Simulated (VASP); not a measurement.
A run of VASP 6.6.1:

Contents of INCAR:

```
  ALGO = Normal
  EDIFF = 1E-6
  ENCUT = 520
  GGA = PE
  ISIF = 2
  ISMEAR = 0
  LASPH = T
  LCHARG = F
  LREAL = F
  LWAVE = F
  NBANDS = 37
  NELM = 60
  PREC = Accurate
  SIGMA = 0.1
```

KPOINTS

```
k-points
0
Gamma
  8 8 8
```

POSCAR

```
In4O
1.0
   -3.2379959495      3.2379959495      3.2379959495
    3.2379959495     -3.2379959495      3.2379959495
    3.2379959495      3.2379959495     -3.2379959495
In O
4 1
Direct
    0.4029410266      0.4029410266      0.4029410266
    0.5970589734      0.0000000000      0.0000000000
    0.0000000000      0.0000000000      0.5970589734
    0.0000000000      0.5970589734      0.0000000000
    0.0000000000      0.0000000000      0.0000000000
```

Potentials or basis: VASP PAW PBE potentials, release 64 (In_d, O).

Run with:

```bash
$ cat potpaw_PBE.64/In_d/POTCAR potpaw_PBE.64/O/POTCAR > POTCAR
$ mpirun -np 1 vasp_std > vasp.out
```

Hardware: 1 thread of Intel(R) Xeon(R) Platinum 8488C (Sapphire Rapids), with other jobs on the host.

Question: How long does it take, and how much memory?

Answer: It took 3.5 min on 1 thread of Intel(R) Xeon(R) Platinum 8488C (Sapphire Rapids), with other jobs on the host, peak memory 0.32 GiB. Counts: scf iterations 15, k points 29.
